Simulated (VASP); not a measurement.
InP: elastic constants with LDA

InP:

```
In P
1.0
     0.00000    2.95198    2.95198
     2.95198    0.00000    2.95198
     2.95198    2.95198    0.00000
In P
1 1
Direct
  0.00000 0.00000 0.00000
  0.75000 0.75000 0.75000
```

* Program: VASP 6.6.1
* Task: elastic constants
* Functional: LDA
* Potentials or basis: VASP PAW LDA potentials, release 64 (In_d, P)
* Cutoff: 600 eV
* k mesh: 10 × 10 × 10
* Occupations: gaussian, width 0.01 eV
* Spin: no spin polarisation
* Dipole correction: no
* Ions in elastic constants: relaxed
* Further INCAR settings: ALGO = Normal; EDIFF = 1e-08; NBANDS = 16; IBRION = 6; POTIM = 0.015; NSW = 1; ISIF = 3

```yaml
Elastic_constants_C11_C12_C44: 92, 47, 44 GPa
Voigt_bulk_modulus: 62 GPa
Highest_phonon_frequency_at_Γ_LO-TO_splitting_left_out: 288 cm⁻¹
```

Phonon frequencies in cm⁻¹ (negative: imaginary):
```
              q point        frequencies
(0.000, 0.000, 0.000)  0 0 0 288 288 288
```

Elastic tensor in Voigt notation (GPa, in the Cartesian axes of the cell as first typed):
```
92 47 47  0  0  0
47 92 47  0  0  0
47 47 92  0  0  0
 0  0  0 44  0  0
 0  0  0  0 44  0
 0  0  0  0  0 44
```

Clamped-ion elastic tensor (GPa):
```
92 47 47  0  0  0
47 92 47  0  0  0
47 47 92  0  0  0
 0  0  0 64  0  0
 0  0  0  0 64  0
 0  0  0  0  0 64
```

Wall time 29 min on 1 thread of AMD EPYC 9R45 96-Core Processor (Zen 5), on a shared host, peak memory 0.51 GiB.

Caveat: the cell is under stress, which shifts elastic constants.
